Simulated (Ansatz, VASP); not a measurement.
C in VASP and in Ansatz

```
CELL_PARAMETERS angstrom
2.47061 0.00000 0.00000
-1.23531 2.13961 0.00000
0.00000 0.00000 8.06895
ATOMIC_POSITIONS crystal
C 0.66667 0.33333 0.84375
C 0.33333 0.66667 0.34375
C 0.66667 0.33333 0.65625
C 0.33333 0.66667 0.15625
C 0.00000 0.00000 0.90625
C 0.00000 0.00000 0.40625
C 0.00000 0.00000 0.59375
C 0.00000 0.00000 0.09375
```

Change from the starting cell: volume scaled by 0.94.

Alike in both runs: task single point; functional PBE; k mesh 12 × 12 × 4; occupations fermi-dirac, width 0.05 eV; no spin polarisation.

|  | VASP | Ansatz |
| --- | --- | --- |
| version | VASP 6.6.1 | Ansatz 0.2.0 |
| potentials or method | VASP PAW PBE potentials, release 64 (C), cutoff 520 eV | all-electron LAPW, scalar-relativistic |

|  | VASP | Ansatz | Ansatz less VASP |
| --- | --- | --- | --- |
| gap on the k mesh at the Fermi level (eV) | 4.56 | 4.57 | +0.009 |
| least direct gap on the mesh (eV) | 5.31 | 5.33 | +0.011 |
| pressure (GPa) | 33.8 | 32.9 | -0.92 |
| traceless stress, the component that is largest in VASP (GPa) | 9.65 | 9.64 | -0.010 |
| rms of the force components (eV/Å) | 0.209 | 0.209 | -0.0003 |

Atom by atom the forces differ by 0.000 eV/Å (rms over components). Both programs put the cell under a high pressure, so it lies far from rest at this level. Ansatz ran all-electron here, and VASP with PAW potentials.
